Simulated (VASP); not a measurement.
# TePb (Fm-3m) in VASP: a series of runs

TePb is run at these levels: PBE+D4, PBEsol+D3(BJ), revPBE; tasks: single point.

All numbers are computed with VASP 6.6.1; they aren't measurements. Logs are shortened: lines on timing, memory, paths and dates and some standing lists are left out, and cuts for length are marked.

**1. The cell of the first run**

Symmetry: Fm-3m, No. 225, cubic system. The conventional cell has a = 6.462 Å, b = 6.462 Å, c = 6.462 Å, α = 90.00°, β = 90.00°, γ = 90.00°. Pb (site symmetry m-3m) has 6 Te at 3.23 Å within 4.3 Å. Te (site symmetry m-3m) has 6 Pb at 3.23 Å within 4.3 Å.

**2. Single point, PBE+D4, non-collinear spin, zero start, spin-orbit coupling**

INCAR

```
SYSTEM = TePb
PREC = Accurate ; ENCUT = 520
EDIFF = 1E-7 ; ISMEAR = 0
SIGMA = 0.001 ; LREAL = .False.
LASPH = .True. ; NELM = 150
ALGO = Normal ; ISIF = 2
LWAVE = .False. ; LCHARG = .False.
MAGMOM = 0 0 0 0 0 0 ; LORBIT = 11
LSORBIT = .True. ; GGA_COMPAT = .False.
LORBMOM = .True. ; GGA = PE
IVDW = 13 ; NBANDS = 32
```

KPOINTS

```
Automatic mesh
0
Gamma
  7 7 7
  0 0 0
```

POSCAR

```
TePb
1.0
    0.0000000000      3.2310000000      3.2310000000
    3.2310000000      0.0000000000      3.2310000000
    3.2310000000      3.2310000000      0.0000000000
Pb Te
1 1
Direct
    0.0000000000      0.0000000000      0.0000000000
    0.5000000000      0.5000000000      0.5000000000
```

Potentials or basis: VASP PAW PBE potentials, release 64 (Pb_d, Te).

Run with:

```bash
$ cat potpaw_PBE.64/Pb_d/POTCAR potpaw_PBE.64/Te/POTCAR > POTCAR
$ mpirun -np 1 vasp_ncl > vasp.out
```

OUTCAR:

```text
SYSTEM = TePb
   PREC = Accurate
   ENCUT = 520
   EDIFF = 1E-7
   ISMEAR = 0
   LREAL = .False.
   LASPH = .True.
   NELM = 150
   ISIF = 2
   LORBIT = 11
   LSORBIT = .True.
   GGA = PE
   IVDW = 13

 ion  position               nearest neighbor table
   1  0.000  0.000  0.000-   2 3.23   2 3.23   2 3.23   2 3.23   2 3.23   2 3.23
   2  0.500  0.500  0.500-   1 3.23   1 3.23   1 3.23   1 3.23   1 3.23   1 3.23

  LATTYP: Found a face centered cubic cell.
 ALAT       =     6.4620000000

  Lattice vectors:

 A1 = (   0.0000000000,   3.2310000000,   3.2310000000)
 A2 = (   3.2310000000,   0.0000000000,   3.2310000000)
 A3 = (   3.2310000000,   3.2310000000,   0.0000000000)

Analysis of symmetry for initial positions (statically):
=====================================================================
 Subroutine PRICEL returns:
 Original cell was already a primitive cell.

 Routine SETGRP: Setting up the symmetry group for a
 face centered cubic supercell.

 Subroutine GETGRP returns: Found 48 space group operations
 (whereof 48 operations were pure point group operations)
 out of a pool of 48 trial point group operations.

The static configuration has the point symmetry O_h .

Analysis of symmetry for dynamics (positions and initial velocities):
=====================================================================
 Subroutine PRICEL returns:
 Original cell was already a primitive cell.

 Routine SETGRP: Setting up the symmetry group for a
 face centered cubic supercell.

 Subroutine GETGRP returns: Found 48 space group operations
 (whereof 48 operations were pure point group operations)
 out of a pool of 48 trial point group operations.

The dynamic configuration has the point symmetry O_h .

Analysis of structural, dynamic, and magnetic symmetry:
=====================================================================
 Subroutine PRICEL returns:
 Original cell was already a primitive cell.

 Routine SETGRP: Setting up the symmetry group for a
 face centered cubic supercell.

 Subroutine GETGRP returns: Found 48 space group operations
 (whereof 48 operations were pure point group operations)
 out of a pool of 48 trial point group operations.

The overall configuration has the point symmetry O_h .

 Subroutine INISYM returns: Found 48 space group operations
 (whereof 48 operations are pure point group operations),
 and found     1 'primitive' translations

----------------------------------------------------------------------------------------

                                     Primitive cell

  volume of cell :      67.4592

  direct lattice vectors                    reciprocal lattice vectors
     0.000000000  3.231000000  3.231000000    -0.154750851  0.154750851  0.154750851
     3.231000000  0.000000000  3.231000000     0.154750851 -0.154750851  0.154750851
     3.231000000  3.231000000  0.000000000     0.154750851  0.154750851 -0.154750851

  length of vectors
     4.569324020  4.569324020  4.569324020     0.268036337  0.268036337  0.268036337

  position of ions in fractional coordinates (direct lattice)
     0.000000000  0.000000000  0.000000000
     0.500000000  0.500000000  0.500000000

  ion indices of the primitive-cell ions
   primitive index   ion index
                 1           1
                 2           2

----------------------------------------------------------------------------------------

 KPOINTS: Automatic mesh

Automatic generation of k-mesh.
 Grid dimensions read from file:
 generate k-points for:    7    7    7

 Generating k-lattice:

[... 92 lines left out ...]
   NGX = 17   NGY = 17   NGZ = 17

 number of electron      20.0000003 magnetization       0.0000000      0.0000000      0.0000000

 number of electron      20.0000003 magnetization      -0.0000000     -0.0000000     -0.0000000

 number of electron      20.0000003 magnetization      -0.0000000     -0.0000000      0.0000000

 number of electron      20.0000003 magnetization       0.0000000      0.0000000     -0.0000000

 Free energy of the ion-electron system (eV)
  ---------------------------------------------------
  ext. energy  EPLUGINS =         0.00000000
  ---------------------------------------------------
  free energy    TOTEN  =        -8.03229768 eV

  energy without entropy =       -8.03229768  energy(sigma->0) =       -8.03229768

 E-fermi :   5.6083     XC(G=0):  -9.2943

 val. band max:        5.5596910420   @ k =   0.4286   0.0000   0.0000
 cond. band min:       5.9120439787   @ k =   0.4286   0.0000   0.0000
 fundamental gap:      0.3523529367
 Fermi energy:         5.6083013545

 k-point     1 :       0.0000    0.0000    0.0000
  band No.  band energies     occupation
      1     -12.5262      1.00000
      2     -12.5262      1.00000
      3     -12.5262      1.00000
      4     -12.5262      1.00000
      5      -9.9741      1.00000
      6      -9.9741      1.00000
[... 689 lines left out ...]
     31      15.9225      0.00000
     32      15.9225      0.00000

------------------------ aborting loop because EDIFF is reached ----------------------------------------

  DFT-D4 for vdW energy calculation

  Edisp (eV):   -0.87573

  FORCE on cell =-STRESS in cart. coord.  units (eV):
  Direction    XX          YY          ZZ          XY          YZ          ZX
  --------------------------------------------------------------------------------------
  -------------------------------------------------------------------------------------
  Total       0.00836     0.00836     0.00836    -0.00000     0.00000    -0.00000
  in kB       0.19866     0.19866     0.19866    -0.00000     0.00000    -0.00000
  external pressure =        0.20 kB  Pullay stress =        0.00 kB

 VOLUME and BASIS-vectors are now :
 -----------------------------------------------------------------------------
  energy-cutoff  :      520.00
  volume of cell :       67.46
      direct lattice vectors                 reciprocal lattice vectors
     0.000000000  3.231000000  3.231000000    -0.154750851  0.154750851  0.154750851
     3.231000000  0.000000000  3.231000000     0.154750851 -0.154750851  0.154750851
     3.231000000  3.231000000  0.000000000     0.154750851  0.154750851 -0.154750851

 POSITION                                       TOTAL-FORCE (eV/Angst)
 -----------------------------------------------------------------------------------
      0.00000      0.00000      0.00000         0.000000      0.000000      0.000000
      3.23100      3.23100      3.23100         0.000000      0.000000      0.000000
 -----------------------------------------------------------------------------------
    total drift:                               -0.000000      0.000000      0.000000

  FREE ENERGIE OF THE ION-ELECTRON SYSTEM (eV)
  ---------------------------------------------------
  free  energy   TOTEN  =        -8.9080276273 eV

  energy  without entropy=       -8.9080276273  energy(sigma->0) =       -8.90802763

 orbital moment (x)

 # of ion     p       d       tot
 ----------------------------------------
  1         0.000  -0.000  -0.000
  2         0.000   0.000   0.000
 ----------------------------------------
            0.000  -0.000  -0.000

 orbital moment (y)

 # of ion     p       d       tot
 ----------------------------------------
  1        -0.000  -0.000  -0.000
  2         0.000  -0.000  -0.000
 ----------------------------------------
           -0.000  -0.000  -0.000

 orbital moment (z)

 # of ion     p       d       tot
 ----------------------------------------
  1         0.000  -0.000  -0.000
  2         0.000   0.000   0.000
 ----------------------------------------
            0.000  -0.000  -0.000

 Spin-Orbit-Coupling matrix elements

 Ion:    1  E_soc:     -0.8973478
 l=   1
     0.0000000    -0.0821933    -0.0821933
    -0.0821933     0.0000000    -0.0821933
    -0.0821933    -0.0821933     0.0000000
 l=   2
     0.0000000    -0.0134671     0.0000000    -0.0134671    -0.0538975
    -0.0134671     0.0000000    -0.0404232    -0.0134671    -0.0134744
     0.0000000    -0.0404232     0.0000000    -0.0404232     0.0000000
    -0.0134671    -0.0134671    -0.0404232     0.0000000    -0.0134744
    -0.0538975    -0.0134744     0.0000000    -0.0134744     0.0000000
 l=   3
     0.0000000     0.0000000     0.0000000     0.0000000     0.0000000     0.0000000     0.0000000
     0.0000000     0.0000000     0.0000000     0.0000000     0.0000000     0.0000000     0.0000000
     0.0000000     0.0000000     0.0000000     0.0000000     0.0000000     0.0000000     0.0000000
     0.0000000     0.0000000     0.0000000     0.0000000     0.0000000     0.0000000     0.0000000
     0.0000000     0.0000000     0.0000000     0.0000000     0.0000000     0.0000000     0.0000000
     0.0000000     0.0000000     0.0000000     0.0000000     0.0000000     0.0000000     0.0000000
     0.0000000     0.0000000     0.0000000     0.0000000     0.0000000     0.0000000     0.0000000

 Ion:    2  E_soc:     -0.2127391
 l=   1
     0.0000000    -0.0354930    -0.0354930
    -0.0354930     0.0000000    -0.0354930
    -0.0354930    -0.0354930     0.0000000
 l=   2
     0.0000000    -0.0000104     0.0000000    -0.0000104     0.0000469
    -0.0000104     0.0000000     0.0000352    -0.0000104     0.0000117
     0.0000000     0.0000352     0.0000000     0.0000352     0.0000000
    -0.0000104    -0.0000104     0.0000352     0.0000000     0.0000117
     0.0000469     0.0000117     0.0000000     0.0000117     0.0000000
 l=   3
     0.0000000     0.0000000     0.0000000     0.0000000     0.0000000     0.0000000     0.0000000
     0.0000000     0.0000000     0.0000000     0.0000000     0.0000000     0.0000000     0.0000000
     0.0000000     0.0000000     0.0000000     0.0000000     0.0000000     0.0000000     0.0000000
     0.0000000     0.0000000     0.0000000     0.0000000     0.0000000     0.0000000     0.0000000
     0.0000000     0.0000000     0.0000000     0.0000000     0.0000000     0.0000000     0.0000000
     0.0000000     0.0000000     0.0000000     0.0000000     0.0000000     0.0000000     0.0000000
     0.0000000     0.0000000     0.0000000     0.0000000     0.0000000     0.0000000     0.0000000

 total charge

# of ion       s       p       d       tot
------------------------------------------
    1        1.450   0.607   9.834  11.890
    2        1.379   1.989   0.019   3.387
--------------------------------------------------
tot          2.829   2.595   9.853  15.277

 magnetization (x)

# of ion       s       p       d       tot
------------------------------------------
    1       -0.000  -0.000   0.000  -0.000
    2        0.000  -0.000   0.000   0.000
--------------------------------------------------
tot         -0.000  -0.000   0.000  -0.000

 magnetization (y)

# of ion       s       p       d       tot
------------------------------------------
    1       -0.000   0.000   0.000  -0.000
    2        0.000  -0.000   0.000   0.000
--------------------------------------------------
tot          0.000  -0.000   0.000  -0.000

 magnetization (z)

# of ion       s       p       d       tot
------------------------------------------
    1        0.000  -0.000  -0.000   0.000
    2        0.000  -0.000   0.000   0.000
--------------------------------------------------
tot          0.000  -0.000  -0.000   0.000
```

Wall time 3.7 min (1 thread of AMD EPYC 7R13, shared host); peak memory 0.38 GiB.

What came out:

| Property | Result |
| --- | --- |
| Free energy | -8.9080 eV |
| Pressure | 0.0 GPa |
| Net moment | 0.00 μB per cell |
| Valence electrons inside the program's atomic spheres | Pb 11.89; Te 3.39 |
| Dispersion energy per atom | -0.438 eV |

Moments on the atoms (μB; x, y, z):
```
Pb  0.00 0.00 0.00
Te  0.00 0.00 0.00
```

Caveat: this odd mesh misses L, where the gap lies, so gap, dielectric constants and Born charges aren't listed.

(Part 1 of 2 ends here.)
